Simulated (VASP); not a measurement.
Wanted: the native input for a VASP 6.6.1 run.

- Task: single point
- Functional: PBEsol
- Potentials or basis: VASP PAW PBE potentials, release 64 (Pb_d, Cs_sv, Br)
- Cutoff: 520 eV
- k mesh: 5 × 5 × 5
- Occupations: fermi-dirac, width 0.05 eV
- Spin: no spin polarisation
- Dipole correction: no
- Further INCAR settings: ALGO = Normal; EDIFF = 1e-06; NBANDS = 30

The structure of CsPbBr3 lies in POSCAR:

```
CsPbBr3
1.0
    5.9851272676      0.0000000000      0.0000000000
    0.0000000000      5.9851272676      0.0000000000
    0.0000000000      0.0000000000      5.9851272676
Pb Cs Br
1 1 3
Direct
    0.5000000000      0.5000000000      0.5000000000
    0.0000000000      0.0000000000      0.0000000000
    0.5000000000      0.5000000000      0.0000000000
    0.5000000000      0.0000000000      0.5000000000
    0.0000000000      0.5000000000      0.5000000000
```

The input as run:

INCAR

```
PREC = Accurate ; ENCUT = 520
EDIFF = 1E-6 ; ISMEAR = -1
SIGMA = 0.05 ; LREAL = False
LASPH = True ; NELM = 100
ALGO = Normal ; ISIF = 2
LWAVE = False ; LCHARG = False
GGA = PS ; NBANDS = 30
```

KPOINTS

```
regular mesh
0
Gamma
  5 5 5
```

Potentials or basis: VASP PAW PBE potentials, release 64 (Pb_d, Cs_sv, Br).

Command:

```bash
$ cat potpaw_PBE.64/Pb_d/POTCAR potpaw_PBE.64/Cs_sv/POTCAR potpaw_PBE.64/Br/POTCAR > POTCAR
$ mpirun -np 1 vasp_std > vasp.out
```

Results of the run:

The pressure is -1.1 GPa and the band gap on the k mesh is 2.66 eV.

Caveat: the PAW data sets were made with another functional, which shifts forces and pressure a little; spin-orbit coupling is left out, which moves the levels of the heavy elements; an odd mesh through Γ misses points on the zone boundary, where band edges can lie.

It took 2.1 min on 1 thread of AMD EPYC 7R13, with other jobs on the host, peak memory 0.32 GiB.
